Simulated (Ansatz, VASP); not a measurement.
**One calculation of Al3Ru2, two programs**

```
Al Ru
1.0
    -3.07336    0.00000    0.00000
     0.00000   -3.07336    0.00000
     0.00000    0.00000   14.10166
Al Ru
6 4
Direct
  0.50000 0.50000 0.35403
  0.00000 0.00000 0.85934
  0.50000 0.50000 0.15822
  0.00000 0.00000 0.66354
  0.50000 0.50000 0.54983
  0.00000 0.00000 0.04451
  0.00000 0.00000 0.46081
  0.50000 0.50000 0.96613
  0.00000 0.00000 0.24724
  0.50000 0.50000 0.75256
```

Alike in both runs: task single point; functional PBEsol; k mesh 15 × 15 × 4; occupations gaussian, width 0.15 eV; no spin polarisation.

```csv
,VASP,Ansatz
version,VASP 6.6.1,Ansatz 0.2.0
potentials or method,"VASP PAW PBE potentials, release 64 (Al, Ru_pv), cutoff 520 eV","scalar-relativistic, plane waves, PAW"
valence electrons in the cell,74,82
```

```csv
,VASP,Ansatz,Ansatz less VASP
gap on the k mesh at the Fermi level (eV),none,none,-
pressure (GPa),2.9,2.8,-0.09
"traceless stress, the component that is largest in VASP (GPa)",1.92,1.93,+0.012
rms of the force components (eV/Å),0.384,0.381,-0.0030
```

VASP's potentials were made for PBE, not for PBEsol. Atom by atom the forces differ by 0.004 eV/Å (rms over components). A gap of «none» marks a metal or a gap that the smearing closes. VASP's potentials hold 74 valence electrons a cell and Ansatz's 82, so a difference there can come from the potentials and not from the codes.
